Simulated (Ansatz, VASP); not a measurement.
CsH in VASP and in Ansatz

```
Cs H
1.0
     0.03985    3.18800    3.18800
     3.22785    0.00000    3.22785
     3.18800    3.18800    0.03985
Cs H
1 1
Cartesian
  0.0000 0.0000 0.0000
  3.2279 3.1880 3.2279
```

Change from the starting cell: strain +0.0250 x Voigt [0, 0, 0, 0, 1, 0], atoms carried along.

Alike in both runs: task single point; functional LDA; k mesh 8 × 8 × 8; occupations gaussian, width 0.05 eV; no spin polarisation.

```csv
,VASP,Ansatz
version,VASP 6.6.1,Ansatz 0.2.0
potentials or method,"VASP PAW LDA potentials, release 64 (Cs_sv, H), cutoff 520 eV","scalar-relativistic, plane waves, PAW"
valence electrons in the cell,10,10
```

Ansatz gave:

* gap on the k mesh at the Fermi level (eV): 1.94
* least direct gap on the mesh (eV): 1.95
* pressure (GPa): -1.3
* traceless stress, the component that is largest in VASP (GPa): -0.14

Q: Which values does VASP return?

A: gap on the k mesh at the Fermi level (eV): 1.92; least direct gap on the mesh (eV): 1.94; pressure (GPa): -1.2; traceless stress, the component that is largest in VASP (GPa): -0.14.

LDA's correlation is that of Perdew and Zunger in VASP and of Perdew and Wang (1992) in Ansatz.

Spin-orbit coupling is off throughout.
